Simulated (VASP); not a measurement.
# TaN (P-1) in VASP: single point with PBE

Aim: the single point of TaN with PBE.

Everything below comes from runs of VASP 6.6.1. Logs are shortened: lines on timing, memory, paths and dates and some standing lists are left out, and cuts for length are marked.

**1. The cell of the first run**

The typed cell holds 6 atoms: a = 5.098 Å, b = 7.209 Å, c = 3.069 Å, α = 90.03°, β = 146.19°, γ = 90.00°.

**2. Single point, PBE**

INCAR

```
PREC = Accurate
ENCUT = 520
EDIFF = 1E-6
ISMEAR = 0
SIGMA = 0.1
LREAL = False
LASPH = True
NELM = 80
ALGO = Fast
ISIF = 2
LWAVE = False
LCHARG = False
GGA = PE
NBANDS = 33
```

KPOINTS

```
Automatic mesh
0
Gamma
  7 5 20
```

POSCAR

```
TaN
1.0
    5.0976112905     -0.0000003411     -0.0015356002
   -0.0000004824      7.2091106382     -0.0032030681
   -2.5493109108     -0.0007450635      1.7086380759
Ta N
3 3
Direct
    0.3333333333      0.1666666667      0.0000000000
    0.6666666667      0.8333333333      0.0000000000
    0.0000000000      0.5000000000      0.0000000000
    0.0000000000      0.0000000000      0.0000000000
    0.3333333333      0.6666666667      0.0000000000
    0.6666666667      0.3333333333      0.0000000000
```

Potentials or basis: VASP PAW PBE potentials, release 64 (Ta_pv, N).

Command:

```sh
> cat potpaw_PBE.64/Ta_pv/POTCAR potpaw_PBE.64/N/POTCAR > POTCAR
> mpirun -np 1 vasp_std > vasp.out
```

OUTCAR:

```text
PREC = Accurate
   ENCUT = 520
   EDIFF = 1E-6
   ISMEAR = 0
   LREAL = False
   LASPH = True
   NELM = 80
   ISIF = 2
   GGA = PE

 ion  position               nearest neighbor table
   1  0.333  0.167  0.000-   4 2.08   6 2.08   6 2.25   4 2.25   6 2.25   4 2.25   3 2.94   2 2.94
                             3 3.07   2 3.07   3 3.07   2 3.07
   2  0.667  0.833  0.000-   4 2.08   5 2.08   5 2.25   4 2.25   5 2.25   4 2.25   3 2.94   1 2.94
                             3 3.07   1 3.07   3 3.07   1 3.07
   3  0.000  0.500  0.000-   5 2.08   6 2.08   5 2.25   6 2.25   6 2.25   5 2.25   1 2.94   2 2.94
                             1 3.07   2 3.07   2 3.07   1 3.07
   4  0.000  0.000  0.000-   1 2.08   2 2.08   1 2.25   2 2.25   2 2.25   1 2.25
   5  0.333  0.667  0.000-   2 2.08   3 2.08   2 2.25   3 2.25   2 2.25   3 2.25
   6  0.667  0.333  0.000-   1 2.08   3 2.08   1 2.25   3 2.25   1 2.25   3 2.25

  LATTYP: Found a triclinic cell.
 ALAT       =     3.0689461953
 B/A-ratio  =     1.6610299423
 C/A-ratio  =     2.5985010688
 COS(alpha) =     0.0002557458
 COS(beta)  =     0.2381321319
 COS(gamma) =     0.8308472490

  Lattice vectors:

 A1 = (   2.5493109108,   0.0007450635,  -1.7086380759)
 A2 = (   5.0976112905,  -0.0000003411,  -0.0015356002)
 A3 = (   0.0010110135,  -7.2076201701,  -3.4125374835)

Analysis of symmetry for initial positions (statically):
=====================================================================
 Subroutine PRICEL returns following result:

  LATTYP: Found a triclinic cell.
 ALAT       =     3.0695592267
 B/A-ratio  =     1.1127789933
 C/A-ratio  =     0.9588045601
 COS(alpha) =     0.0003743296
 COS(beta)  =     0.4796105532
 COS(gamma) =     0.5572441942

  Lattice vectors:

 A1 = (   0.8501069867,   2.4037820564,  -1.7091938985)
 A2 = (   0.0010105316,   0.0014904674,  -3.4157405516)
 A3 = (  -1.6992039241,   2.4030369929,  -0.0005558226)

   3 primitive cells build up your supercell.

 Routine SETGRP: Setting up the symmetry group for a
 triclinic supercell.

 Subroutine GETGRP returns: Found  2 space group operations
 (whereof  2 operations were pure point group operations)
 out of a pool of  2 trial point group operations.

The static configuration has the point symmetry S_2 .

Analysis of symmetry for dynamics (positions and initial velocities):
=====================================================================
 Subroutine PRICEL returns following result:

  LATTYP: Found a triclinic cell.
 ALAT       =     3.0695592267
 B/A-ratio  =     1.1127789933
 C/A-ratio  =     0.9588045601
 COS(alpha) =     0.0003743296
 COS(beta)  =     0.4796105532
 COS(gamma) =     0.5572441942

  Lattice vectors:

 A1 = (   0.8501069867,   2.4037820564,  -1.7091938985)
 A2 = (   0.0010105316,   0.0014904674,  -3.4157405516)
 A3 = (  -1.6992039241,   2.4030369929,  -0.0005558226)

   3 primitive cells build up your supercell.

 Routine SETGRP: Setting up the symmetry group for a
 triclinic supercell.

 Subroutine GETGRP returns: Found  2 space group operations
 (whereof  2 operations were pure point group operations)
 out of a pool of  2 trial point group operations.

The dynamic configuration has the point symmetry S_2 .

 Subroutine INISYM returns: Found  2 space group operations
 (whereof  2 operations are pure point group operations),
 and found     3 'primitive' translations

----------------------------------------------------------------------------------------

                                     Primitive cell

  volume of cell :      20.9210

  direct lattice vectors                    reciprocal lattice vectors
     0.850106987  2.403782056 -1.709193899     0.392340715  0.277426863  0.000237128
     0.001010532  0.001490467 -3.415740552    -0.196258549 -0.138843508 -0.292880929
    -1.699203924  2.403036993 -0.000555823    -0.392340633  0.138713315 -0.000055544

  length of vectors
     3.069559227  3.415741026  2.943107384     0.480517385  0.378911832  0.416140071

  position of ions in fractional coordinates (direct lattice)
     1.000000000  0.500000000  0.500000000
     0.000000000  0.000000000  0.000000000

  ion indices of the primitive-cell ions
   primitive index   ion index
                 1           1
                 2           4

----------------------------------------------------------------------------------------

 KPOINTS: Automatic mesh

Automatic generation of k-mesh.
 Grid dimensions read from file:
 generate k-points for:    7    5   20

 Generating k-lattice:

  Cartesian coordinates                     Fractional coordinates (reciprocal lattice)
     0.028036932  0.000018588  0.041831486     0.142857143  0.000000000  0.000000000
     0.000000006  0.027742679  0.000012106     0.000000000  0.200000000  0.000000000
     0.000008819  0.000013008  0.029276237     0.000000000  0.000000000  0.050000000

  Length of vectors
     0.050358148  0.027742681  0.029276241

  Shift w.r.t. Gamma in fractional coordinates (k-lattice)
     0.000000000  0.000000000  0.000000000

 Subroutine IBZKPT returns following result:
 ===========================================

 Found    351 irreducible k-points:

 Following reciprocal coordinates:
            Coordinates               Weight
  0.000000  0.000000  0.000000      1.000000
  0.142857  0.000000  0.000000      2.000000
  0.285714  0.000000  0.000000      2.000000
  0.428571 -0.000000 -0.000000      2.000000
 -0.000000  0.200000  0.000000      2.000000
  0.142857  0.200000 -0.000000      2.000000
[... 16 lines left out ...]
 -0.428571 -0.000000  0.050000      2.000000
 -0.285714 -0.000000  0.050000      2.000000
 [... further k-points ...]
   k-points           NKPTS =    351   k-points in BZ     NKDIM =    351   number of bands    NBANDS=     33
   number of dos      NEDOS =    301   number of ions     NIONS =      6
   total plane-waves  NPLWV =  51840
   dimension x,y,z NGX =    40 NGY =   54 NGZ =   24
   dimension x,y,z NGXF=    80 NGYF=  108 NGZF=   48
   ions per type =               3   3
   NGX,Y,Z   is equivalent  to a cutoff of  13.05, 12.45, 13.00 a.u.
   NGXF,Y,Z  is equivalent  to a cutoff of  26.09, 24.91, 26.00 a.u.
 SYSTEM =  unknown system
   PREC   = accura    normal or accurate (medium, high low for compatibility)
   ISTART =      0    job   : 0-new  1-cont  2-samecut
   ICHARG =      2    charge: 1-file 2-atom 10-const
   ISPIN  =      1    spin polarized calculation?
   LNONCOLLINEAR =      F non collinear calculations
   LSORBIT =      F    spin-orbit coupling
   LASPH  =      T    aspherical Exc in radial PAW
   ENCUT  =  520.0 eV  38.22 Ry    6.18 a.u.   9.48 13.40  5.71*2*pi/ulx,y,z
   NELM   =     80;   NELMIN=  2; NELMDL= -5     # of ELM steps
   EDIFF  = 0.1E-05   stopping-criterion for ELM
   LREAL  =      F    real-space projection
   EDIFFG = 0.1E-04   stopping-criterion for IOM
   NSW    =      0    number of steps for IOM
   IBRION =     -1    ionic relax: 0-MD 1-quasi-New 2-CG
   NFREE  =      0    steps in history (QN), initial steepest desc. (CG)
   ISIF   =      2    stress and relaxation
   ISYM   =      2    0-nonsym 1-usesym 2-fastsym
   POTIM  = 0.5000    time-step for ionic-motion
   TEBEG  =    0.0;   TEEND  =   0.0 temperature during run
   PSTRESS=    0.0 pullay stress
   NELECT =      48.0000    total number of electrons
   NUPDOWN=      -1.0000    fix difference up-down
   EMIN   =  10.00;   EMAX   =-10.00  energy-range for DOS
   EFERMI =   0.00;   METHOD = LEGACY
   ISMEAR =     0;   SIGMA  =   0.10  broadening in eV -4-tet -1-fermi 0-gaus
   EFERMI_NEDOS =   21; number of points for ismear=-14 and -15
   IALGO  =     68    algorithm
   IMIX   =      4    mixing-type and parameters
     AMIX     =   0.40;   BMIX     =  1.00
     AMIX_MAG =   1.60;   BMIX_MAG =  1.00
  volume/ion in A,a.u.               =      10.46        70.59
  Fermi-wavevector in a.u.,A,eV,Ry     =   1.497112  2.829131 30.495327  2.241343
  Thomas-Fermi vector in A             =   2.609042
   LORBIT       =      0    0 simple, 1 ext, 2 COOP (PROOUT), +10 PAW based schemes
   GGA     = PE    functional components
   LHFCALC =     F    Hartree Fock is set to
   AEXX    =    0.0000 exact exchange contribution
   IVDW    =     0    specifies the selected vdW correction
   LEPSILON=     F    determine dielectric tensor
   LRPA    =     F    only Hartree local field effects (RPA)
 non-spin polarized calculation
 RMM-DIIS sequential band-by-band and
 Gauss-broadening in eV      SIGMA  =   0.10
  energy-cutoff  :      520.00
  volume of cell :       62.76
 maximum number of plane-waves:      1729
 NGX is ok and might be reduce to    40
   NGX = 19   NGY = 27   NGZ = 11

 number of electron      47.9999995 magnetization

 Free energy of the ion-electron system (eV)
  ---------------------------------------------------
  ext. energy  EPLUGINS =         0.00000000
  ---------------------------------------------------
  free energy    TOTEN  =       -64.81771406 eV

  energy without entropy =      -64.80406766  energy(sigma->0) =      -64.81089086

 E-fermi :   9.5092     XC(G=0): -13.5171

 val. band max:        9.5079028473   @ k =  -0.2857  -0.0000   0.2000
 cond. band min:       9.5121529098   @ k =  -0.4286   0.2000   0.5000
 fundamental gap:      0.0042500626
 Fermi energy:         9.5091514034

 k-point     1 :       0.0000    0.0000    0.0000
  band No.  band energies     occupation
      1     -26.6839      2.00000
      2     -26.6839      2.00000
      3     -26.2082      2.00000
      4     -26.2082      2.00000
      5     -26.1118      2.00000
      6     -26.0733      2.00000
[... 25 lines left out ...]
     32      10.9615      0.00000
     33      12.6905      0.00000

 k-point     2 :       0.1429    0.0000    0.0000
  band No.  band energies     occupation
      1     -26.6797      2.00000
      2     -26.6721      2.00000
      3     -26.2796      2.00000
      4     -26.2210      2.00000
      5     -26.2130      2.00000
      6     -26.1534      2.00000
[... 25 lines left out ...]
     32      12.2144      0.00000
     33      12.9781      0.00000
[... 754 lines left out ...]
     32      13.2856      0.00000
     33      13.4879      0.00000

 k-point    24 :      -0.2857   -0.0000    0.0500
  band No.  band energies     occupation
      1     -26.6846      2.00000
      2     -26.6819      2.00000
      3     -26.3715      2.00000
      4     -26.3332      2.00000
      5     -26.2651      2.00000
      6     -26.2000      2.00000
[... 25 lines left out ...]
     32      13.2862      0.00000
     33      13.3423      0.00000

 [... further k-points ...]

------------------------ aborting loop because EDIFF is reached ----------------------------------------

  FORCE on cell =-STRESS in cart. coord.  units (eV):
  Direction    XX          YY          ZZ          XY          YZ          ZX
  --------------------------------------------------------------------------------------
  -------------------------------------------------------------------------------------
  Total       12.8046091      6.8017819      0.3599683      7.9675132      0.0032242     -0.0057487
  in kB      326.8690079    173.6321401      9.1890718    203.3902884      0.0823060     -0.1467497
  external PRESSURE =     169.8967399 kB  Pullay stress =       0.0000000 kB

 VOLUME and BASIS-vectors are now :
 -----------------------------------------------------------------------------
  energy-cutoff  :      520.00
  volume of cell :       62.76
      direct lattice vectors                 reciprocal lattice vectors
     5.097611290 -0.000000341 -0.001535600     0.196258522  0.000130116  0.292820401
    -0.000000482  7.209110638 -0.003203068     0.000000028  0.138713393  0.000060528
    -2.549310911 -0.000745063  1.708638076     0.000176383  0.000260154  0.585524731

 POSITION                                       TOTAL-FORCE (eV/Angst)
 -----------------------------------------------------------------------------------
      1.69920      1.20152     -0.00105         0.000000      0.000000     -0.000000
      3.39841      6.00759     -0.00369         0.000000     -0.000000      0.000000
     -0.00000      3.60456     -0.00160         0.000000      0.000000     -0.000000
      0.00000      0.00000      0.00000         0.000000     -0.000000     -0.000000
      1.69920      4.80607     -0.00265         0.000000     -0.000000      0.000000
      3.39841      2.40304     -0.00209        -0.000000     -0.000000     -0.000000
 -----------------------------------------------------------------------------------
    total drift:                                0.000000     -0.000000      0.000000

  FREE ENERGIE OF THE ION-ELECTRON SYSTEM (eV)
  ---------------------------------------------------
  free  energy   TOTEN  =       -64.8177140635 eV

  energy  without entropy=      -64.8040676589  energy(sigma->0) =      -64.81089086
```

Run time: 31 min. Hardware: 1 thread of Oxide Virtual Turin-like, shared host; peak memory 0.62 GiB.

Results:

* Free energy: -64.8177 eV
* Pressure: 17.0 GPa
* Band gap on the k mesh: zero (bands 24 and 25 overlap by 3.06 eV)

Levels at points of the mesh, in eV from the Fermi level:
```tsv
k point	band 21	band 22	band 23	band 24	band 25	band 26	band 27	band 28
(0.00, 0.00, 0.00)	-3.24	-3.22	-2.16	-0.96	0.05	0.17	0.17	0.39
(0.00, 0.00, 0.50)	-5.25	-3.98	0.12	0.12	2.10	2.10	2.57	2.57
```

Caveat: the stress differs along the axes, from 1 to 33 GPa; spin-orbit coupling is left out, which moves the levels of the heavy elements.
